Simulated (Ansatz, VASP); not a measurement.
**One calculation of Te, two programs**

```
Te
1.0
     4.68598    0.00000    0.00000
    -2.34299    4.05818    0.00000
     0.00000    0.00000    5.69475
Te
3
Direct
  0.80108 0.00000 0.33333
  0.00000 0.80108 0.66667
  0.19892 0.19892 0.00000
```

Alike in both runs: task single point; functional PBEsol; k mesh 9 × 9 × 6; occupations gaussian, width 0.05 eV; no spin polarisation.

|  | VASP | Ansatz |
| --- | --- | --- |
| version | VASP 6.6.1 | Ansatz 0.2.0 |
| potentials or method | VASP PAW PBE potentials, release 64 (Te), cutoff 520 eV | scalar-relativistic, plane waves, PAW |
| valence electrons in the cell | 18 | 48 |

VASP gave:

* pressure (GPa): 13.9
* traceless stress, the component that is largest in VASP (GPa): 9.08
* rms of the force components (eV/Å): 2.827

Question: Estimate Ansatz's values.

Answer: Pressure (GPa): 13.4; traceless stress, the component that is largest in VASP (GPa): 8.63; rms of the force components (eV/Å): 2.746.

VASP's potentials were made for PBE, not for PBEsol. Atom by atom the forces differ by 0.081 eV/Å (rms over components). The functional is the same, so the differences come from potentials, cutoffs and numerics. VASP's potentials hold 18 valence electrons a cell and Ansatz's 48, so a difference there can come from the potentials and not from the codes.

Neither program's run includes spin-orbit coupling.
